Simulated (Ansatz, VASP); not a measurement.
One calculation of SnO, two programs

```xyz
8
Lattice="3.8202 0.0003 0.0000 -0.0003 3.8202 0.0000 0.0000 0.0000 22.2261" Properties=species:S:1:pos:R:3 pbc="T T T"
Sn    3.8196    3.8202    4.5000
Sn    1.9097    1.9100    6.8630
Sn    2.3872    2.3876   10.6630
Sn    0.4773    0.4773   13.0261
O     3.8198    1.9102    5.6815
O     1.9096    3.8201    5.6815
O     2.3874    0.4775   11.8446
O     0.4771    2.3874   11.8446
```

Alike in both runs: task single point; functional PBE; dispersion D3(BJ); k mesh 7 × 7 × 1; occupations gaussian, width 0.05 eV; no spin polarisation.

|  | VASP | Ansatz |
| --- | --- | --- |
| version | VASP 6.6.1 | Ansatz 0.2.0 |
| potentials or method | VASP PAW PBE potentials, release 64 (Sn_d, O), cutoff 520 eV | scalar-relativistic, plane waves, PAW |
| valence electrons in the cell | 80 | 80 |

VASP gave:

```
gap on the k mesh at the Fermi level (eV) : 2.10
least direct gap on the mesh (eV)         : 2.36
rms of the force components (eV/Å)        : 0.055
```

Problem. Which values does Ansatz return?

Solution. gap on the k mesh at the Fermi level (eV): 2.11; least direct gap on the mesh (eV): 2.37; rms of the force components (eV/Å): 0.074.
